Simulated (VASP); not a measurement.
The system is Hg.

```xyz
3
Lattice="5.4667 0.0000 0.0000 -2.7333 4.7343 0.0000 0.0000 0.0000 3.1852" Properties=species:S:1:pos:R:3 pbc="T T T"
Hg    0.0000    3.1562    1.5926
Hg    2.7333    1.5781    1.5926
Hg    0.0000    0.0000    0.0000
```

Base run:

| Quantity | Value |
| --- | --- |
| Program | VASP 6.6.1 |
| Functional | PBEsol |
| Potentials or basis | VASP PAW PBE potentials, release 64 (Hg) |
| Cutoff | 520 eV |
| k mesh | 5 × 5 × 7 |
| Occupations | methfessel-paxton, width 0.1 eV |
| Spin | no spin polarisation |

Its results: band gap on the k mesh zero (band 18 reaches 2.83 eV, above the bottom of band 19 at 0.62 eV); pressure -2.7 GPa.

**Question.** The run is repeated on the same cell with these changes: k mesh from 5 × 5 × 7 to 2 × 2 × 2. What comes out?

**Answer.** Band gap on the k mesh zero (band 18 reaches 3.55 eV, above the bottom of band 19 at 0.51 eV); pressure 3.2 GPa.

Caveats: some runs use coarse meshes; the PAW data sets were made with another functional, which shifts forces and pressure a little; spin-orbit coupling is left out, which moves the levels of the heavy elements.
